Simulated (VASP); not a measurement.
Runs of VASP 6.6.1 on AlN. The structure is that of space group P6_3/mmc (No. 194), or close to it. The cells are those of the table. 

```csv
cell,gap on the mesh (eV),pressure (GPa)
"a = 3.312, b = 3.312, c = 4.327 Å, angles 90.0, 90.0, 120.0°, 4 atoms",2.85,-8.5
"a = 3.312, b = 3.312, c = 4.397 Å, angles 90.0, 90.0, 120.0°, 4 atoms",(c),-10.5
"a = 3.312, b = 3.312, c = 4.048 Å, angles 90.0, 90.0, 120.0°, 4 atoms",(a),3.2
"a = 3.312, b = 3.312, c = 3.978 Å, angles 90.0, 90.0, 120.0°, 4 atoms",3.68,7.4
"a = 3.312, b = 3.312, c = 4.257 Å, angles 90.0, 90.0, 120.0°, 4 atoms",(b),-6.2
"a = 3.312, b = 3.312, c = 4.118 Å, angles 90.0, 90.0, 120.0°, 4 atoms",3.35,-0.4
"a = 3.312, b = 3.312, c = 4.188 Å, angles 90.0, 90.0, 120.0°, 4 atoms",3.19,-3.5
```

Alike in all rows: task single point; level PBEsol; potentials or basis VASP PAW PBE potentials, release 64 (Al, N); no spin polarisation; k mesh 12 × 12 × 6; cutoff (eV) 520; smearing gaussian 0.02 eV.

**Question.** Fill in the values left out.

**Answer.** (a) 3.52; (b) 3.02; (c) 2.69.

Caveats: the PAW data sets were made with another functional, which shifts forces and pressure a little.

A k mesh can miss the band edges.
